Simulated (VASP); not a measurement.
Runs of VASP 6.6.1 on LiF. The structure is that of space group Fm-3m (No. 225), or close to it. The cells are those of the table. 

| cell | gap on the mesh (eV) |
| --- | --- |
| a = 2.891, b = 2.891, c = 2.934 Å, angles 59.5, 59.5, 61.0°, 2 atoms | (a) |
| a = 2.764, b = 2.764, c = 2.677 Å, angles 61.0, 61.0, 57.9°, 2 atoms | 10.17 |
| a = 2.806, b = 2.806, c = 2.763 Å, angles 60.5, 60.5, 59.0°, 2 atoms | 9.60 |
| a = 2.870, b = 2.870, c = 2.891 Å, angles 59.8, 59.8, 60.5°, 2 atoms | (b) |
| a = 2.785, b = 2.785, c = 2.720 Å, angles 60.8, 60.8, 58.5°, 2 atoms | 9.88 |

Alike in all rows: task single point; level PBE; potentials or basis VASP PAW PBE potentials, release 64 (Li_sv, F); no spin polarisation; k mesh 10 × 10 × 10; cutoff (eV) 520; smearing gaussian 0.05 eV.

Fill in the values left out.

(a) 8.56; (b) 8.82.

A k mesh can miss the band edges.
